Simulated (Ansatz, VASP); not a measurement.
**Two plane-wave programs on C**

INCAR

```
PREC = Accurate
ENCUT = 520
EDIFF = 1E-6
ISMEAR = 0
SIGMA = 0.15
LREAL = False
LASPH = True
NELM = 100
ALGO = Normal
ISIF = 2
LWAVE = False
LCHARG = False
GGA = PE
IVDW = 12
NBANDS = 16
```

Contents of KPOINTS:

```
Automatic mesh
0
Gamma
  24 24 8
```

File POSCAR:

```
C
1.0
    2.6621780387      0.0000000000      0.0000000000
   -1.3310890193      2.3055138109      0.0000000000
    0.0000000000      0.0000000000      6.7384326307
C
4
Direct
    0.0000000000      0.0000000000      0.0025000000
    0.0000000000      0.0000000000      0.5025000000
    0.3333333333      0.6666666667      0.0025000000
    0.6666666667      0.3333333333      0.5025000000
```

Input for Ansatz:

```yaml
crystal:
  lattice:
    - [2.6621780387, 0.0, 0.0]
    - [-1.3310890193, 2.3055138109, 0.0]
    - [0.0, 0.0, 6.7384326307]
  atoms:
    - { symbol: C, position: [0.0, 0.0, 0.0025] }
    - { symbol: C, position: [0.0, 0.0, 0.5025] }
    - { symbol: C, position: [0.3333333333, 0.6666666667, 0.0025] }
    - { symbol: C, position: [0.6666666667, 0.3333333333, 0.5025] }
basis:
  ecutwfc: 420
kpoints:
  mp_grid: { grid: [24, 24, 8] }
hamiltonian:
  xc: pbe
  dispersion: d3bj
scf:
  occupations: { method: gaussian, width: 0.15 }
output:
  forces: true
  stress: true
  eigenvalues: true
```

Change from the starting cell: strain +0.080 along x and y, +0.000 along z, atoms carried along.

Alike in both runs: task single point; functional PBE; dispersion D3(BJ); k mesh 24 × 24 × 8; occupations gaussian, width 0.15 eV; no spin polarisation.

```csv
,VASP,Ansatz
version,VASP 6.6.1,Ansatz 0.2.0
potentials or method,"VASP PAW PBE potentials, release 64 (C), cutoff 520 eV","scalar-relativistic, plane waves, PAW"
valence electrons in the cell,16,16
```

```csv
,VASP,Ansatz,Ansatz less VASP
gap on the k mesh at the Fermi level (eV),none,none,-
pressure (GPa),-45.6,-45.8,-0.21
"traceless stress, the component that is largest in VASP (GPa)",46.17,46.44,+0.269
```

A gap of «none» marks a metal or a gap that the smearing closes. Both programs put the cell under strong tension, so it lies far from rest at this level.

Noted on VASP's run: the cell as given lies far from equilibrium.
